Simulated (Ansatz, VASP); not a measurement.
# One calculation of WSe2, two programs

```xyz
6
Lattice="3.2790 0.0000 0.0000 -1.6395 2.8397 0.0000 0.0000 0.0000 12.7879" Properties=species:S:1:pos:R:3 pbc="T T T"
W    -0.5600    2.4531    3.1970
W     1.6395    0.9466    9.5909
Se    0.0000    1.8931    7.9066
Se    1.6395    0.9466    1.5126
Se    0.0000    1.8931   11.2753
Se    1.6395    0.9466    4.8813
```

Alike in both runs: task single point; functional PBE; dispersion D3(BJ); k mesh 9 × 9 × 2; occupations gaussian, width 0.05 eV; no spin polarisation.

|  | VASP | Ansatz |
| --- | --- | --- |
| version | VASP 6.6.1 | Ansatz 0.2.0 |
| potentials or method | VASP PAW PBE potentials, release 64 (W_sv, Se), cutoff 520 eV | scalar-relativistic, plane waves, PAW |
| valence electrons in the cell | 52 | 92 |

VASP gave:

* gap on the k mesh at the Fermi level (eV): none
* pressure (GPa): 10.5
* traceless stress, the component that is largest in VASP (GPa): -8.69
* rms of the force components (eV/Å): 1.981

Which values does Ansatz return?

gap on the k mesh at the Fermi level (eV): none; pressure (GPa): 10.1; traceless stress, the component that is largest in VASP (GPa): -8.58; rms of the force components (eV/Å): 1.964.

Atom by atom the forces differ by 0.025 eV/Å (rms over components). A gap of «none» marks a metal or a gap that the smearing closes. VASP's potentials hold 52 valence electrons a cell and Ansatz's 92, so a difference there can come from the potentials and not from the codes.

Spin-orbit coupling is off throughout.
